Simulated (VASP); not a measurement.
Here is a VASP 6.6.1 calculation.

File INCAR:

```
SYSTEM = Ga3AsP2
ALGO     = Normal         ! electronic algorithm
EDIFF    = 1E-6           ! SCF threshold, eV
ENCUT    = 520            ! plane-wave cutoff, eV
GGA      = PE             ! functional
ISIF     = 2              ! what is computed and relaxed
ISMEAR   = 0              ! smearing method
LASPH    = .True.         ! aspherical terms in the spheres
LCHARG   = .True.         ! write CHGCAR
LELF     = .True.         ! ELF
LREAL    = .False.        ! projectors in reciprocal space
LVHAR    = .True.       
LWAVE    = .False.        ! write WAVECAR
NBANDS   = 36             ! bands
NELM     = 100            ! most SCF steps
PREC     = Accurate       ! precision mode
SIGMA    = 0.1            ! smearing width, eV
```

Contents of KPOINTS:

```
k-points
0
Gamma
  6 6 2
  0 0 0
```

Contents of POSCAR:

```
Ga3AsP2
1.0
    3.9501237155      0.0000000000      0.0000000000
   -1.9750618578      3.4209074857      0.0000000000
    0.0000000000      0.0000000000      9.6630112921
Ga P As
3 2 1
Direct
    0.0000000000      0.0000000000     -0.0069276569
    0.3333333333      0.6666666667      0.6667908800
    0.6666666667      0.3333333333      0.3400853214
    0.0000000000      0.0000000000      0.7466687907
    0.3333333333      0.6666666667      0.4197124302
    0.6666666667      0.3333333333      0.0836702346
```

Potentials or basis: VASP PAW PBE potentials, release 64 (Ga_d, P, As).

Command:

```sh
$ cat potpaw_PBE.64/Ga_d/POTCAR potpaw_PBE.64/P/POTCAR potpaw_PBE.64/As/POTCAR > POTCAR
$ mpirun -np 1 vasp_std > vasp.out
```

Question: What does it give for the pressure?

Answer: 0.1 GPa.

Question: Predict the band gap on the k mesh.

Answer: 0.95 eV, direct.

Question: Predict the largest force.

Answer: 0.016 eV/Å.

Forces on the atoms (eV/Å):
```
Ga   0.000  0.000 -0.014
Ga   0.000  0.000 -0.005
Ga   0.000  0.000  0.016
P    0.000  0.000  0.003
P    0.000  0.000  0.004
As   0.000  0.000 -0.004
```

A k mesh can miss the band edges. A hybrid or GW would open this gap; PBE tends to underestimate it.
